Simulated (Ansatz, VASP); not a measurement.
**RhN: VASP beside Ansatz**

INCAR

```
PREC = Accurate
ENCUT = 700
EDIFF = 1E-6
ISMEAR = 0
SIGMA = 0.05
LREAL = F
LASPH = T
NELM = 200
ALGO = Normal
ISIF = 2
LWAVE = F
LCHARG = F
ISPIN = 2
MAGMOM = 1.54 -0.2
LORBIT = 11
LMAXMIX = 4
LDAU = T
LDAUTYPE = 2
LDAUL = 2 -1
LDAUU = 8 0
LDAUJ = 0 0
LDAUPRINT = 1
NBANDS = 22
GGA_COMPAT = F
```

Contents of KPOINTS:

```
Automatic mesh
0
Gamma
  7 7 7
```

The input POSCAR:

```
RhN
1.0
    0.0000000000      2.4310503900      2.4310503900
    2.4310503900      0.0000000000      2.4310503900
    2.4310503900      2.4310503900      0.0000000000
Rh N
1 1
Direct
    0.0000000000      0.0000000000      0.0000000000
    0.2500000000      0.2500000000      0.2500000000
```

input.yaml

```yaml
crystal:
  lattice:
    - [0.0, 2.43105039, 2.43105039]
    - [2.43105039, 0.0, 2.43105039]
    - [2.43105039, 2.43105039, 0.0]
  atoms:
    - { symbol: Rh, position: [0.0, 0.0, 0.0] }
    - { symbol: "N", position: [0.25, 0.25, 0.25] }
hamiltonian:
  xc: lda
  pseudopotentials: { kind: paw }
  hubbard: { sites: [{ species: Rh, l: d, u_eff: 8.0 }] }
magnetization:
  spin_polarized: true
kpoints:
  mp_grid: { grid: [7, 7, 7] }
scf:
  occupations: { method: gaussian, width: 0.05 }
output:
  forces: true
  stress: true
  eigenvalues: true
```

Alike in both runs: task single point; functional LDA; k mesh 7 × 7 × 7; occupations gaussian, width 0.05 eV; collinear spin; Hubbard terms Rh d U = 8.0 eV.

```csv
,VASP,Ansatz
version,VASP 6.6.1,Ansatz 0.2.0
potentials or method,"VASP PAW LDA potentials, release 64 (Rh_sv_GW, N)",Ansatz PAW
plane-wave cutoff (eV),700,420
valence electrons in the cell,22,22
```

```csv
,VASP,Ansatz,Ansatz less VASP
gap on the k mesh at the Fermi level (eV),none,none,-
pressure (GPa),-18.8,-15.2,+3.61
net moment per atom (μB),0.76,0.82,+0.060
size of the moment on the site where the two differ most (μB),1.63,1.40,-0.227
```

LDA's correlation is that of Perdew and Zunger in VASP and of Perdew and Wang (1992) in Ansatz. Site moments also hang on the region over which each program counts them. The programs project onto different local orbitals, so the same U acts differently, and such runs can settle in different states. A gap of «none» marks a metal or a gap that the smearing closes.

Noted on Ansatz's run: the magnetic or orbital state may not be the lowest.
